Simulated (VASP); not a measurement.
# TiPdC4N4 (P-43m) in VASP: a series of runs

Runs on TiPdC4N4. Level: PBE. Tasks: relaxation of cell and atoms, single point.

All numbers are computed with VASP 6.6.1; they aren't measurements. Logs are shortened: lines on timing, memory, paths and dates and some standing lists are left out, and cuts for length are marked.

## 1. The cell of the first run

It takes space group P-43m (No. 215, cubic). Conventional cell: a = 5.897 Å, b = 5.897 Å, c = 5.897 Å, α = 90.00°, β = 90.00°, γ = 90.00°. Within 2.5 Å of Ti (site symmetry -43m) lie 4 N at 1.92 Å. Pd (site symmetry -43m) has 4 C at 1.99 Å within 2.6 Å. Within 1.6 Å of C (site symmetry 3m) lie 1 N at 1.20 Å. Within 1.6 Å of N (site symmetry 3m) lie 1 C at 1.20 Å.

## 2. Relaxation of cell and atoms, PBE

INCAR

```
SYSTEM = TiPdC4N4
ALGO = Normal ; EDIFF = 1E-6
EDIFFG = -0.01 ; ENCUT = 600
GGA = PE ; IBRION = 2
ISIF = 3 ; ISMEAR = 0
LASPH = .TRUE. ; LCHARG = .FALSE.
LREAL = .FALSE. ; LWAVE = .FALSE.
NELM = 100 ; NSW = 100
PREC = Accurate ; SIGMA = 0.02
```

KPOINTS

```
k-points
0
G
  6 6 6
  0 0 0
```

POSCAR

```
TiPdC4N4
1.0
    5.8968503834      0.0000000000      0.0000000000
    0.0000000000      5.8968503834      0.0000000000
    0.0000000000      0.0000000000      5.8968503834
Ti Pd C N
1 1 4 4
Direct
    0.5000000000      0.5000000000      0.5000000000
    0.0000000000      0.0000000000      0.0000000000
    0.1946921112      0.1946921112      0.1946921112
    0.1946921112      0.8053078888      0.8053078888
    0.8053078888      0.1946921112      0.8053078888
    0.8053078888      0.8053078888      0.1946921112
    0.3117643959      0.3117643959      0.3117643959
    0.3117643959      0.6882356041      0.6882356041
    0.6882356041      0.3117643959      0.6882356041
    0.6882356041      0.6882356041      0.3117643959
```

Potentials or basis: VASP PAW PBE potentials, release 64 (Ti_sv, Pd, C, N).

Started as:

```bash
$ cat potpaw_PBE.64/Ti_sv/POTCAR potpaw_PBE.64/Pd/POTCAR potpaw_PBE.64/C/POTCAR potpaw_PBE.64/N/POTCAR > POTCAR
$ mpirun -np 1 vasp_std > vasp.out
```

OUTCAR:

```text
SYSTEM = TiPdC4N4
   EDIFF = 1E-6
   EDIFFG = -0.01
   ENCUT = 600
   GGA = PE
   IBRION = 2
   ISIF = 3
   ISMEAR = 0
   LASPH = .TRUE.
   LREAL = .FALSE.
   NELM = 100
   NSW = 100
   PREC = Accurate

 ion  position               nearest neighbor table
   1  0.500  0.500  0.500-   7 1.92   8 1.92   9 1.92  10 1.92
   2  0.000  0.000  0.000-   3 1.99   4 1.99   5 1.99   6 1.99
   3  0.195  0.195  0.195-   7 1.20   2 1.99
   4  0.195  0.805  0.805-   8 1.20   2 1.99
   5  0.805  0.195  0.805-   9 1.20   2 1.99
   6  0.805  0.805  0.195-  10 1.20   2 1.99
   7  0.312  0.312  0.312-   3 1.20   1 1.92
   8  0.312  0.688  0.688-   4 1.20   1 1.92
   9  0.688  0.312  0.688-   5 1.20   1 1.92
  10  0.688  0.688  0.312-   6 1.20   1 1.92

  LATTYP: Found a simple cubic cell.
 ALAT       =     5.8968503834

  Lattice vectors:

 A1 = (   5.8968503834,   0.0000000000,   0.0000000000)
 A2 = (   0.0000000000,   5.8968503834,   0.0000000000)
 A3 = (   0.0000000000,   0.0000000000,   5.8968503834)

Analysis of symmetry for initial positions (statically):
=====================================================================
 Subroutine PRICEL returns:
 Original cell was already a primitive cell.

 Routine SETGRP: Setting up the symmetry group for a
 simple cubic supercell.

 Subroutine GETGRP returns: Found 24 space group operations
 (whereof 24 operations were pure point group operations)
 out of a pool of 48 trial point group operations.

The static configuration has the point symmetry T_d .

Analysis of symmetry for dynamics (positions and initial velocities):
=====================================================================
 Subroutine PRICEL returns:
 Original cell was already a primitive cell.

 Routine SETGRP: Setting up the symmetry group for a
 simple cubic supercell.

 Subroutine GETGRP returns: Found 24 space group operations
 (whereof 24 operations were pure point group operations)
 out of a pool of 48 trial point group operations.

The dynamic configuration has the point symmetry T_d .

 Subroutine INISYM returns: Found 24 space group operations
 (whereof 24 operations are pure point group operations),
 and found     1 'primitive' translations

----------------------------------------------------------------------------------------

                                     Primitive cell

  volume of cell :     205.0503

[... 87 lines left out ...]
   NGX,Y,Z   is equivalent  to a cutoff of  13.53, 13.53, 13.53 a.u.
   NGXF,Y,Z  is equivalent  to a cutoff of  27.06, 27.06, 27.06 a.u.
 SYSTEM =  TiPdC4N4
   PREC   = accura    normal or accurate (medium, high low for compatibility)
   ISTART =      0    job   : 0-new  1-cont  2-samecut
   ICHARG =      2    charge: 1-file 2-atom 10-const
   ISPIN  =      1    spin polarized calculation?
   LNONCOLLINEAR =      F non collinear calculations
   LSORBIT =      F    spin-orbit coupling
   LASPH  =      T    aspherical Exc in radial PAW
   ENCUT  =  600.0 eV  44.10 Ry    6.64 a.u.  11.78 11.78 11.78*2*pi/ulx,y,z
   NELM   =    100;   NELMIN=  2; NELMDL= -5     # of ELM steps
   EDIFF  = 0.1E-05   stopping-criterion for ELM
   LREAL  =      F    real-space projection
   EDIFFG = -.1E-01   stopping-criterion for IOM
   NSW    =    100    number of steps for IOM
   IBRION =      2    ionic relax: 0-MD 1-quasi-New 2-CG
   NFREE  =      1    steps in history (QN), initial steepest desc. (CG)
   ISIF   =      3    stress and relaxation
   ISYM   =      2    0-nonsym 1-usesym 2-fastsym
   POTIM  = 0.5000    time-step for ionic-motion
   TEBEG  =    0.0;   TEEND  =   0.0 temperature during run
   PSTRESS=    0.0 pullay stress
   NELECT =      58.0000    total number of electrons
   NUPDOWN=      -1.0000    fix difference up-down
   EMIN   =  10.00;   EMAX   =-10.00  energy-range for DOS
   EFERMI =   0.00;   METHOD = LEGACY
   ISMEAR =     0;   SIGMA  =   0.02  broadening in eV -4-tet -1-fermi 0-gaus
   EFERMI_NEDOS =   21; number of points for ismear=-14 and -15
   IALGO  =     38    algorithm
   IMIX   =      4    mixing-type and parameters
     AMIX     =   0.40;   BMIX     =  1.00
     AMIX_MAG =   1.60;   BMIX_MAG =  1.00
  volume/ion in A,a.u.               =      20.51       138.37
  Fermi-wavevector in a.u.,A,eV,Ry     =   1.074643  2.030780 15.712780  1.154857
  Thomas-Fermi vector in A             =   2.210477
   LORBIT       =      0    0 simple, 1 ext, 2 COOP (PROOUT), +10 PAW based schemes
   GGA     = PE    functional components
   LHFCALC =     F    Hartree Fock is set to
   AEXX    =    0.0000 exact exchange contribution
   IVDW    =     0    specifies the selected vdW correction
   LEPSILON=     F    determine dielectric tensor
   LRPA    =     F    only Hartree local field effects (RPA)
 conjugate gradient relaxation of ions
 non-spin polarized calculation
 Gauss-broadening in eV      SIGMA  =   0.02
  energy-cutoff  :      600.00
  volume of cell :      205.05
 maximum number of plane-waves:      6872
 NGX is ok and might be reduce to    48
   NGX = 23   NGY = 23   NGZ = 23

--------------------------------------- Ionic step        1  -------------------------------------------

 number of electron      57.9999999 magnetization

 Free energy of the ion-electron system (eV)
  ---------------------------------------------------
  ext. energy  EPLUGINS =         0.00000000
  ---------------------------------------------------
  free energy    TOTEN  =       -81.31093971 eV

  energy without entropy =      -81.31093971  energy(sigma->0) =      -81.31093971

------------------------ aborting loop because EDIFF is reached ----------------------------------------

  FORCE on cell =-STRESS in cart. coord.  units (eV):
  Direction    XX          YY          ZZ          XY          YZ          ZX
  --------------------------------------------------------------------------------------
  -------------------------------------------------------------------------------------
  Total        0.1607268      0.1607268      0.1607268     -0.0000000     -0.0000000     -0.0000000
  in kB        1.2558520      1.2558520      1.2558520     -0.0000000     -0.0000000     -0.0000000
  external PRESSURE =       1.2558520 kB  Pullay stress =       0.0000000 kB
[... 119 lines left out ...]
--------------------------------------- Ionic step        4  -------------------------------------------

 number of electron      57.9999999 magnetization

 Free energy of the ion-electron system (eV)
  ---------------------------------------------------
  ext. energy  EPLUGINS =         0.00000000
  ---------------------------------------------------
  free energy    TOTEN  =       -81.31216102 eV

  energy without entropy =      -81.31216102  energy(sigma->0) =      -81.31216102

 E-fermi :  -0.3361     XC(G=0):  -7.3829

 val. band max:       -0.5894635645   @ k =   0.5000   0.5000   0.5000
 cond. band min:       0.4095816327   @ k =   0.5000   0.5000   0.0000
 fundamental gap:      0.9990451973
 Fermi energy:        -0.3361034377

 k-point     1 :       0.0000    0.0000    0.0000
  band No.  band energies     occupation
      1     -58.3213      2.00000
      2     -34.5846      2.00000
      3     -34.5846      2.00000
      4     -34.5846      2.00000
      5     -18.1154      2.00000
      6     -17.9756      2.00000
[... 786 lines left out ...]
  FREE ENERGIE OF THE ION-ELECTRON SYSTEM (eV)
  ---------------------------------------------------
  free  energy   TOTEN  =       -81.3121610202 eV

  energy  without entropy=      -81.3121610202  energy(sigma->0) =      -81.31216102

 reached required accuracy - stopping structural energy minimisation
```

CONTCAR:

```text
TiPdC4N4
   1.00000000000000
     5.8942265350912066   -0.0000000000000000   -0.0000000000000000
     0.0000000000000000    5.8942265350912066   -0.0000000000000000
    -0.0000000000000000    0.0000000000000000    5.8942265350912066
  Ti              Pd              C               N
     1     1     4     4
Direct
     0.5000000000000000    0.5000000000000000    0.5000000000000000
     0.0000000000000000    0.0000000000000000    1.0000000000000000
     0.1945010821584075    0.1945010821584075    0.1945010821584075
     0.1945010821584075    0.8054989178415924    0.8054989178415924
     0.8054989178415924    0.1945010821584075    0.8054989178415924
     0.8054989178415924    0.8054989178415924    0.1945010821584075
     0.3118474345499936    0.3118474345499936    0.3118474345499936
     0.3118474345499936    0.6881525654500064    0.6881525654500064
     0.6881525654500064    0.3118474345499936    0.6881525654500064
     0.6881525654500064    0.6881525654500064    0.3118474345499936

  0.00000000E+00  0.00000000E+00  0.00000000E+00
  0.00000000E+00  0.00000000E+00  0.00000000E+00
  0.00000000E+00  0.00000000E+00  0.00000000E+00
  0.00000000E+00  0.00000000E+00  0.00000000E+00
  0.00000000E+00  0.00000000E+00  0.00000000E+00
  0.00000000E+00  0.00000000E+00  0.00000000E+00
  0.00000000E+00  0.00000000E+00  0.00000000E+00
  0.00000000E+00  0.00000000E+00  0.00000000E+00
  0.00000000E+00  0.00000000E+00  0.00000000E+00
  0.00000000E+00  0.00000000E+00  0.00000000E+00
```

Wall time 14 min (1 thread of Intel Xeon Platinum 8488C (Sapphire Rapids), shared host); peak memory 0.46 GiB.

Results:

```
Free energy                           : -81.3122 eV
Relaxed volume                        : 20.48 Å³/atom
Relaxed cell                          : a = 5.894 Å, b = 5.894 Å, c = 5.894 Å, α = 90.00°, β = 90.00°, γ = 90.00°
Space group after relaxing (to 0.1 Å) : P-43m (No. 215)
Energy gained by relaxing             : 0.1 meV/atom
Ionic steps                           : 4
Pressure after relaxing               : 0.0 GPa
Largest force after relaxing          : 0.008 eV/Å
Band gap on the k mesh                : 1.00 eV (least direct gap 1.04 eV)
```

Forces in eV/Å, atoms in the order of the input:
```
Ti   0.000  0.000  0.000
Pd   0.000  0.000  0.000
C   -0.004 -0.004 -0.004
C   -0.004  0.004  0.004
C    0.004 -0.004  0.004
C    0.004  0.004 -0.004
N   -0.005 -0.005 -0.005
N   -0.005  0.005  0.005
N    0.005 -0.005  0.005
N    0.005  0.005 -0.005
```

The path:
```tsv
step	energy change (eV)	largest force (eV/Å)	pressure (GPa)	volume (Å³)
1	0.0000	0.2383	0.13	205.05
2	0.0738	1.8273	-1.95	205.53
3	-0.0011	0.0152	-0.11	205.10
4	-0.0012	0.0082	-0.02	204.78
```

Final structure:
```
Ti Pd C N
1.0
     5.89423    0.00000    0.00000
     0.00000    5.89423    0.00000
     0.00000    0.00000    5.89423
Ti Pd C N
1 1 4 4
Direct
  0.50000 0.50000 0.50000
  0.00000 0.00000 0.00000
  0.19450 0.19450 0.19450
  0.19450 0.80550 0.80550
  0.80550 0.19450 0.80550
  0.80550 0.80550 0.19450
  0.31185 0.31185 0.31185
  0.31185 0.68815 0.68815
  0.68815 0.31185 0.68815
  0.68815 0.68815 0.31185
```

Levels at points of the mesh, in eV from the valence-band top:
```
           k point  band 25  band 26  band 27  band 28  band 29  band 30  band 31  band 32  band 33  band 34
(0.00, 0.00, 0.00)    -2.23    -2.23    -0.13    -0.13    -0.13     1.18     1.18     2.03     2.03     2.03
(0.50, 0.00, 0.00)    -2.08    -1.80    -0.47    -0.11    -0.11     1.01     1.42     2.26     2.32     2.32
(0.50, 0.50, 0.00)    -2.04    -1.78    -0.34    -0.04    -0.04     1.00     1.42     2.24     2.30     2.30
(0.50, 0.50, 0.50)    -2.22    -2.22     0.00     0.00     0.00     1.25     1.25     2.14     2.14     2.14
```

A k mesh can miss the band edges.

## 3. Single point, PBE

INCAR

```
ALGO = Normal
EDIFF = 1E-6
ENCUT = 520
GGA = PE
ISIF = 2
ISMEAR = 0
LASPH = True
LCHARG = False
LREAL = False
LWAVE = False
NBANDS = 40
NELM = 100
PREC = Accurate
SIGMA = 0.02
```

KPOINTS

```
k-points
0
Gamma
  6 6 6
```

POSCAR

```
TiPdC4N4
1.0
    5.8964585033      0.0000000000      0.0000000000
    0.0000000000      5.8964585033      0.0000000000
    0.0000000000      0.0000000000      5.8964585033
Ti Pd C N
1 1 4 4
Direct
    0.5000000000      0.5000000000      0.5000000000
    0.0000000000      0.0000000000      0.0000000000
    0.1947302953      0.1947302953      0.1947302953
    0.1947302953      0.8052697047      0.8052697047
    0.8052697047      0.1947302953      0.8052697047
    0.8052697047      0.8052697047      0.1947302953
    0.3117919988      0.3117919988      0.3117919988
    0.3117919988      0.6882080012      0.6882080012
    0.6882080012      0.3117919988      0.6882080012
    0.6882080012      0.6882080012      0.3117919988
```

Potentials or basis: VASP PAW PBE potentials, release 64 (Ti_sv, Pd, C, N).

Started as:

```bash
$ cat potpaw_PBE.64/Ti_sv/POTCAR potpaw_PBE.64/Pd/POTCAR potpaw_PBE.64/C/POTCAR potpaw_PBE.64/N/POTCAR > POTCAR
$ mpirun -np 1 vasp_std > vasp.out
```

Wall time 2.2 min (1 thread of Intel Xeon Platinum 8488C (Sapphire Rapids), shared host); peak memory 0.42 GiB.

It converged, with:

```
Free energy            : -81.3010 eV
Pressure               : 0.2 GPa
Largest force          : 0.272 eV/Å
Band gap on the k mesh : 0.98 eV (least direct gap 1.02 eV)
```

Forces in eV/Å, atoms in the order of the input:
```
Ti   0.000  0.000  0.000
Pd   0.000  0.000  0.000
C   -0.157 -0.157 -0.157
C   -0.157  0.157  0.157
C    0.157 -0.157  0.157
C    0.157  0.157 -0.157
N    0.137  0.137  0.137
N    0.137 -0.137 -0.137
N   -0.137  0.137 -0.137
N   -0.137 -0.137  0.137
```

Levels at points of the mesh, in eV from the valence-band top:
```csv
k point,band 25,band 26,band 27,band 28,band 29,band 30,band 31,band 32,band 33,band 34
"(0.00, 0.00, 0.00)",-2.22,-2.22,-0.13,-0.13,-0.13,1.17,1.17,2.02,2.02,2.02
"(0.50, 0.00, 0.00)",-2.08,-1.79,-0.47,-0.11,-0.11,1.00,1.41,2.24,2.31,2.31
"(0.50, 0.50, 0.00)",-2.03,-1.78,-0.33,-0.04,-0.04,0.98,1.40,2.22,2.28,2.28
"(0.50, 0.50, 0.50)",-2.21,-2.21,0.00,0.00,0.00,1.23,1.23,2.13,2.13,2.13
```
